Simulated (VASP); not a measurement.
Input of a VASP 6.6.1 run:

The input INCAR:

```
SYSTEM = Y
  ALGO = Normal
  EDIFF = 1E-8
  ENCUT = 520
  GGA = CA
  ISIF = 2
  ISMEAR = -1
  LASPH = .True.
  LCHARG = .False.
  LEFG = .True.
  LREAL = .False.
  LWAVE = .False.
  NBANDS = 18
  NELM = 60
  PREC = Accurate
  SIGMA = 0.08
```

The input KPOINTS:

```
k-points
0
Gamma
  12 12 7
  0 0 0
```

POSCAR

```
Y
1.0
    3.6514992371      0.0000000000      0.0000000000
   -1.8257496185      3.1622911012      0.0000000000
    0.0000000000      0.0000000000      5.7474000000
Y
2
Direct
    0.3333333333      0.6666666667      0.2500000000
    0.6666666667      0.3333333333      0.7500000000
```

Potentials or basis: VASP PAW LDA potentials, release 64 (Y_sv).

Command:

```bash
$ cat potpaw_LDA.64/Y_sv/POTCAR > POTCAR
$ mpirun -np 1 vasp_std > vasp.out
```

Problem. What does it give for the band gap on the k mesh?

Solution. Zero (bands 11 and 12 overlap by 1.33 eV).

Problem. Estimate the pressure.

Solution. -4.0 GPa.

Electric field gradients, principal values (V/Å²):
| atom | least | middle | greatest (by size) |
| --- | --- | --- | --- |
| 1 Y | -12.375 | -12.375 | 24.751 |
| 2 Y | -12.375 | -12.375 | 24.751 |

Caveat: the cell stands under tension; without QUAD_EFG the Cq values of the log hold for a quadrupole moment of 1 mb, not for the nuclei.
